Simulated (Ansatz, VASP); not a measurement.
This is a calculation of TiTe2 for VASP 6.6.1.

File POSCAR:

```
TiTe2
1.0
    3.7259532019      0.0000000000      0.0000000000
   -1.8629766009      3.2267701262      0.0000000000
    0.0000000000      0.0000000000      6.4101784236
Te Ti
2 1
Direct
    0.3333333333      0.6666666667      0.7372000000
    0.6666666667      0.3333333333      0.2628000000
    0.0000000000      0.0000000000      0.0000000000
```

File INCAR.step1:

```
PREC = Accurate
ENCUT = 520
ISMEAR = -1
SIGMA = 0.05
LREAL = False
LASPH = True
NELM = 100
NBANDS = 19
GGA = PE
ALGO = Normal
EDIFF = 1E-4
LWAVE = True
LCHARG = False
```

Contents of INCAR.step2:

```
PREC = Accurate
ENCUT = 520
EDIFF = 1E-7
ISMEAR = -1
SIGMA = 0.05
LREAL = False
LASPH = True
NELM = 100
ALGO = Normal
ISIF = 2
LWAVE = False
LCHARG = False
METAGGA = R2SCAN
LMIXTAU = True
NBANDS = 19
ISTART = 1
```

KPOINTS

```
regular mesh
0
Gamma
  8 8 4
```

Potentials or basis: VASP PAW PBE potentials, release 64 (Te, Ti_sv).

Launch:

```bash
$ cat potpaw_PBE.64/Te/POTCAR potpaw_PBE.64/Ti_sv/POTCAR > POTCAR
$ cp INCAR.step1 INCAR
$ mpirun -np 1 vasp_std > vasp.out
$ cp INCAR.step2 INCAR
$ mpirun -np 1 vasp_std > vasp.out
```

Set up the same calculation for Ansatz 0.2.0. Potentials there: Ansatz PAW.

As run (the cutoff follows the program's own potentials):

Contents of input.yaml:

```yaml
crystal:
  lattice:
    - [3.7259532019, 0.0, 0.0]
    - [-1.8629766009, 3.2267701262, 0.0]
    - [0.0, 0.0, 6.4101784236]
  atoms:
    - { symbol: Te, position: [0.3333333333, 0.6666666667, 0.7372] }
    - { symbol: Te, position: [0.6666666667, 0.3333333333, 0.2628] }
    - { symbol: Ti, position: [0.0, 0.0, 0.0] }
hamiltonian:
  xc: r2scan
  pseudopotentials: { kind: paw }
kpoints:
  mp_grid: { grid: [8, 8, 4] }
scf:
  occupations: { method: fermi_dirac, width: 0.05 }
output:
  forces: true
  stress: true
  eigenvalues: true
```

Potentials or basis: Ansatz PAW.

Run with:

```sh
$ ansatz run input.yaml --threads 2 --pin off --max-ram 5632MiB --backend cpu --events-out ev --progress --plain --runs-dir out
```

Both were run:

|  | VASP | Ansatz | Ansatz less VASP |
| --- | --- | --- | --- |
| gap on the k mesh at the Fermi level (eV) | none | none | - |
| pressure (GPa) | 4.1 | 4.0 | -0.13 |
| traceless stress, the component that is largest in VASP (GPa) | -0.29 | -0.25 | +0.037 |
| rms of the force components (eV/Å) | 0.083 | 0.073 | -0.0100 |

VASP's potentials were made for PBE, not for r2SCAN. Atom by atom the forces differ by 0.010 eV/Å (rms over components). A gap of «none» marks a metal or a gap that the smearing closes. VASP's potentials hold 24 valence electrons a cell and Ansatz's 44, so a difference there can come from the potentials and not from the codes.

Neither program's run includes spin-orbit coupling.
